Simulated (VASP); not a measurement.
# Sc in VASP: further runs, part 2 of 2

VASP 6.6.1. Earlier steps stand in the parts before.

## Step 5: Single point, PBEsol (strain +0.030 along x and y, +0.030 along z)

Contents of INCAR:

```
SYSTEM = Sc
PREC = Accurate
ENCUT = 520
EDIFF = 1E-7
ISMEAR = 0
SIGMA = 0.15
LREAL = .False.
LASPH = .True.
NELM = 100
ALGO = Fast
ISIF = 2
LWAVE = .False.
LCHARG = .False.
GGA = PS
NBANDS = 12
```

Contents of KPOINTS:

```
regular mesh
0
Gamma
  18 18 18
  0 0 0
```

Contents of POSCAR:

```
Sc
1.0
    0.0000000000      2.3386150000      2.3386150000
    2.3386150000      0.0000000000      2.3386150000
    2.3386150000      2.3386150000      0.0000000000
Sc
1
Direct
    0.0000000000      0.0000000000      0.0000000000
```

Potentials or basis: VASP PAW PBE potentials, release 64 (Sc_sv).

The run is started by

```console
$ cat potpaw_PBE.64/Sc_sv/POTCAR > POTCAR
$ mpirun -np 1 vasp_std > vasp.out
```

OUTCAR:

```text
SYSTEM = Sc
   PREC = Accurate
   ENCUT = 520
   EDIFF = 1E-7
   ISMEAR = 0
   LREAL = .False.
   LASPH = .True.
   NELM = 100
   ISIF = 2
   GGA = PS

 ion  position               nearest neighbor table
   1  0.000  0.000  0.000-

  LATTYP: Found a face centered cubic cell.
 ALAT       =     4.6772300000

  Lattice vectors:

 A1 = (   0.0000000000,   2.3386150000,   2.3386150000)
 A2 = (   2.3386150000,   0.0000000000,   2.3386150000)
 A3 = (   2.3386150000,   2.3386150000,   0.0000000000)

[... 539 lines left out ...]
     12      16.2138      0.00000

 [... further k-points ...]

------------------------ aborting loop because EDIFF is reached ----------------------------------------

  FORCE on cell =-STRESS in cart. coord.  units (eV):
  Direction    XX          YY          ZZ          XY          YZ          ZX
  --------------------------------------------------------------------------------------
  -------------------------------------------------------------------------------------
  Total       -0.6048508     -0.6048508     -0.6048508     -0.0000000      0.0000000     -0.0000000
  in kB      -37.8837212    -37.8837212    -37.8837212     -0.0000000      0.0000000     -0.0000000
  external PRESSURE =     -37.8837212 kB  Pullay stress =       0.0000000 kB

 VOLUME and BASIS-vectors are now :
 -----------------------------------------------------------------------------
  energy-cutoff  :      520.00
  volume of cell :       25.58
      direct lattice vectors                 reciprocal lattice vectors
     0.000000000  2.338615000  2.338615000    -0.213801759  0.213801759  0.213801759
     2.338615000  0.000000000  2.338615000     0.213801759 -0.213801759  0.213801759
     2.338615000  2.338615000  0.000000000     0.213801759  0.213801759 -0.213801759

 POSITION                                       TOTAL-FORCE (eV/Angst)
 -----------------------------------------------------------------------------------
      0.00000      0.00000      0.00000        -0.000000      0.000000     -0.000000
 -----------------------------------------------------------------------------------
    total drift:                               -0.000000     -0.000000     -0.000000

  FREE ENERGIE OF THE ION-ELECTRON SYSTEM (eV)
  ---------------------------------------------------
  free  energy   TOTEN  =        -6.5459486718 eV

  energy  without entropy=       -6.5223830656  energy(sigma->0) =       -6.53416587
```

OSZICAR:

```text
N       E                     dE             d eps       ncg     rms          rms(c)
DAV:   1     0.735833025775E+02    0.73583E+02   -0.51195E+03  4680   0.891E+02
DAV:   2    -0.590786029496E+01   -0.79491E+02   -0.77957E+02  4684   0.281E+02
DAV:   3    -0.733778694537E+01   -0.14299E+01   -0.14030E+01  6364   0.493E+01
DAV:   4    -0.735941397119E+01   -0.21627E-01   -0.21603E-01  5872   0.479E+00
DAV:   5    -0.735974513134E+01   -0.33116E-03   -0.33116E-03  6216   0.567E-01    0.539E+00
RMM:   6    -0.661989048812E+01    0.73985E+00   -0.77355E-01  4855   0.113E+01    0.166E+00
RMM:   7    -0.655559036566E+01    0.64300E-01   -0.86854E-01  6001   0.756E+00    0.917E-01
RMM:   8    -0.654867376854E+01    0.69166E-02   -0.68274E-02  5025   0.372E+00    0.489E-01
RMM:   9    -0.654620683038E+01    0.24669E-02   -0.20966E-02  5843   0.128E+00    0.123E-01
RMM:  10    -0.654589324706E+01    0.31358E-03   -0.34110E-03  6436   0.579E-01    0.513E-02
RMM:  11    -0.654597183703E+01   -0.78590E-04   -0.87508E-04  6120   0.174E-01    0.441E-02
RMM:  12    -0.654594602365E+01    0.25813E-04   -0.10378E-04  5447   0.135E-01    0.509E-03
RMM:  13    -0.654594897539E+01   -0.29517E-05   -0.29733E-05  5969   0.465E-02    0.367E-03
RMM:  14    -0.654594885945E+01    0.11594E-06   -0.29167E-06  5978   0.172E-02    0.319E-03
RMM:  15    -0.654594869635E+01    0.16310E-06   -0.79925E-07  5436   0.127E-02    0.569E-04
RMM:  16    -0.654594867184E+01    0.24511E-07   -0.27147E-07  4691   0.542E-03
   1 F= -.65459487E+01 E0= -.65341659E+01  d E =-.235656E-01
```

Run time: 2.7 min. Hardware: 1 thread of Intel Xeon 8259CL, shared host; peak memory 0.2 GiB.

What came out:

| Quantity | Value |
| --- | --- |
| Free energy | -6.5459 eV |
| Pressure | -3.8 GPa |
| Band gap on the k mesh | zero (an odd number of electrons rules out a gap without spin polarisation) |

Caveat: the cell differs from its parent crystal (strain +0.030 along x and y, +0.030 along z); the cell stands under tension; the PAW data sets were made with another functional, which shifts forces and pressure a little.

## Step 6: Single point, PBEsol (strain -0.030 along x and y, -0.015 along z)

Contents of INCAR:

```
SYSTEM = Sc
ALGO     = Normal         ! electronic algorithm
EDIFF    = 1E-6           ! SCF threshold, eV
ENCUT    = 520            ! plane-wave cutoff, eV
GGA      = PS             ! functional
ISIF     = 2              ! what is computed and relaxed
ISMEAR   = 0              ! smearing method
LASPH    = .TRUE.         ! aspherical terms in the spheres
LCHARG   = .FALSE.        ! write CHGCAR
LREAL    = .FALSE.        ! projectors in reciprocal space
LWAVE    = .FALSE.        ! write WAVECAR
NBANDS   = 12             ! bands
NELM     = 60             ! most SCF steps
PREC     = Accurate       ! precision mode
SIGMA    = 0.15           ! smearing width, eV
```

Contents of KPOINTS:

```
k-points
0
G
  18 18 18
  0 0 0
```

Contents of POSCAR:

```
Sc
1.0
    0.0000000000      2.2023850000      2.2364425000
    2.2023850000      0.0000000000      2.2364425000
    2.2023850000      2.2023850000      0.0000000000
Sc
1
Direct
    0.0000000000      0.0000000000      0.0000000000
```

Potentials or basis: VASP PAW PBE potentials, release 64 (Sc_sv).

The run is started by

```console
$ cat potpaw_PBE.64/Sc_sv/POTCAR > POTCAR
$ mpirun -np 1 vasp_std > vasp.out
```

Run time: 1.9 min. Hardware: 1 thread of Intel Xeon 8259CL, shared host; peak memory 0.23 GiB.

It converged, with:

```yaml
Free_energy: -6.5390 eV
Pressure: 5.2 GPa
Band_gap_on_the_k_mesh: zero (an odd number of electrons rules out a gap without spin polarisation)
```

Stress tensor (GPa, compression positive):
```
5.36 0.00 0.00
0.00 5.36 0.00
0.00 0.00 4.86
```

Levels at points of the mesh, in eV from the Fermi level:
```tsv
k point	band 2	band 3	band 4	band 5	band 6	band 7	band 8	band 9
(0.00, 0.00, 0.00)	-27.30	-27.30	-27.30	-5.42	1.67	1.79	1.79	3.31
(0.50, 0.00, 0.00)	-27.92	-27.39	-27.37	-1.93	0.52	1.54	1.67	4.43
(0.50, 0.50, 0.00)	-27.87	-27.51	-27.51	-1.83	-0.81	2.26	4.46	4.74
(0.50, 0.00, 0.50)	-27.88	-27.53	-27.51	-1.81	-0.85	2.50	4.45	4.70
```

Caveat: the cell differs from its parent crystal (strain -0.030 along x and y, -0.015 along z); the cell stands under pressure; the PAW data sets were made with another functional, which shifts forces and pressure a little.

## Step 7: Overview

```tsv
cell	gap on the mesh (eV)	pressure (GPa)
a = 3.115 Å, angles 60.0°, 1 atom	none	6.3
a = 3.163 Å, angles 60.0°, 1 atom	none	3.2
a = 3.259 Å, angles 60.0°, 1 atom	none	-1.9
a = 3.307 Å, angles 60.0°, 1 atom	none	-3.8
a = 3.139, b = 3.139, c = 3.115 Å, angles 60.3, 60.3, 59.5°, 1 atom	none	5.2
```

Alike in all rows: task single point; level PBEsol; potentials or basis VASP PAW PBE potentials, release 64 (Sc_sv); no spin polarisation; k mesh 18 × 18 × 18; cutoff (eV) 520; smearing gaussian 0.15 eV.

Caveats: the PAW data sets were made with another functional, which shifts forces and pressure a little; the cell stands under pressure (at least some runs); the cell stands under tension (at least some runs).

Total energies depend on the potentials used, so only differences within one code and one set of settings carry meaning.
